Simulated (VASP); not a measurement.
The system is MnS.

```
CELL_PARAMETERS angstrom
0.00000 2.47346 2.47346
2.47346 0.00000 2.47346
2.47346 2.47346 0.00000
ATOMIC_POSITIONS crystal
Mn 0.00000 0.00000 0.00000
S 0.75000 0.75000 0.75000
```

Base run:

* Program: VASP 6.6.1
* Functional: PBEsol
* Potentials or basis: VASP PAW PBE potentials, release 64 (Mn_sv, S)
* Cutoff: 680 eV
* k mesh: 8 × 8 × 8
* Occupations: fermi-dirac, width 0.05 eV
* Spin: collinear spin, ferromagnetic start
* Starting moments: [2.0, 0.0] μB
* Fixed moment: 2 μB

Its results: pressure 6.8 GPa; site moments Mn +1.82; S -0.05 μB.

**Question.** The run is repeated on the same cell with these changes: functional from PBEsol to PBE. What comes out?

**Answer.** Pressure 12.3 GPa; site moments Mn +1.83; S -0.05 μB.

PBE binds less tightly than PBEsol, so the same cell stands under more pressure.

Caveats: the cell stands under pressure; the total moment is fixed, so each spin has its own Fermi level and the state may be an excited one; a cell with one magnetic atom can't hold antiferromagnetic order, which such compounds often take; the PAW data sets were made with another functional, which shifts forces and pressure a little (at least some runs).
